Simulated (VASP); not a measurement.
Here is a VASP 6.6.1 calculation.

The input INCAR:

```
SYSTEM = Sr
ALGO = Normal ; EDIFF = 1E-7
ENCUT = 520 ; GGA = PS
ISIF = 2 ; ISMEAR = -1
LASPH = .True. ; LCHARG = .False.
LREAL = .False. ; LWAVE = .False.
NBANDS = 17 ; NELM = 60
PREC = Accurate ; SIGMA = 0.1
```

Contents of KPOINTS:

```
k-points
0
Gamma
  12 12 6
  0 0 0
```

The input POSCAR:

```
Sr
1.0
    3.2000009466      0.0000000000      0.0000000000
   -1.6000004733      2.7712821119      0.0000000000
    0.0000000000      0.0000000000      4.7275984675
Sr
2
Direct
    0.3333333333      0.6666666667      0.2500000000
    0.6666666667      0.3333333333      0.7500000000
```

Potentials or basis: VASP PAW PBE potentials, release 64 (Sr_sv).

The run is started by

```console
$ cat potpaw_PBE.64/Sr_sv/POTCAR > POTCAR
$ mpirun -np 1 vasp_std > vasp.out
```

Problem. Estimate the pressure.

Solution. 37.6 GPa.

Problem. What does it give for the band gap on the k mesh?

Solution. Zero (band 10 reaches 6.95 eV, above the bottom of band 11 at 5.56 eV).

Stress tensor (GPa, compression positive):
```
37.36  0.00  0.00
 0.00 37.36  0.00
 0.00  0.00 37.95
```

Caveat: the PAW data sets were made with another functional, which shifts forces and pressure a little.
